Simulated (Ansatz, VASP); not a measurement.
## Two plane-wave programs on Hg5O3

```xyz
8
Lattice="-3.3981 3.3981 3.3981 3.3981 -3.3981 3.3981 3.3981 3.3981 -3.3981" Properties=species:S:1:pos:R:3 pbc="T T T"
Hg    0.0000    0.0000    0.0000
Hg    1.6990    1.6990   -1.6990
Hg    1.6990   -1.6990    1.6990
Hg   -1.6990    1.6990    1.6990
Hg    1.6990    1.6990    1.6990
O     3.3981    0.0000    0.0000
O     0.0000    0.0000    3.3981
O     0.0000    3.3981    0.0000
```

Change from the starting cell: species swapped into the Fe5Co3 type (Im-3m, No. 229).

Alike in both runs: task relaxation of cell and atoms; functional PBE; k mesh 4 × 4 × 4; occupations gaussian, width 0.1 eV; no spin polarisation.

|  | VASP | Ansatz |
| --- | --- | --- |
| version | VASP 6.6.1 | Ansatz 0.2.0 |
| potentials or method | VASP PAW PBE potentials, release 64 (Hg_sv_GW, O), cutoff 600 eV | scalar-relativistic, plane waves, PAW |
| valence electrons in the cell | 118 | 118 |

VASP gave:

| Property | Result |
| --- | --- |
| gap on the k mesh at the Fermi level, each at its own relaxed structure (eV) | none |
| relaxed volume (Å³/atom) | 16.81 |
| relaxed cell length with the largest relative difference (Å) | 5.591 |

**Question.** What did Ansatz give for the same quantities?

**Answer.** gap on the k mesh at the Fermi level, each at its own relaxed structure (eV): none; relaxed volume (Å³/atom): 16.89; relaxed cell length with the largest relative difference (Å): 5.599.

A gap of «none» marks a metal or a gap that the smearing closes.

Spin-orbit coupling is off throughout.
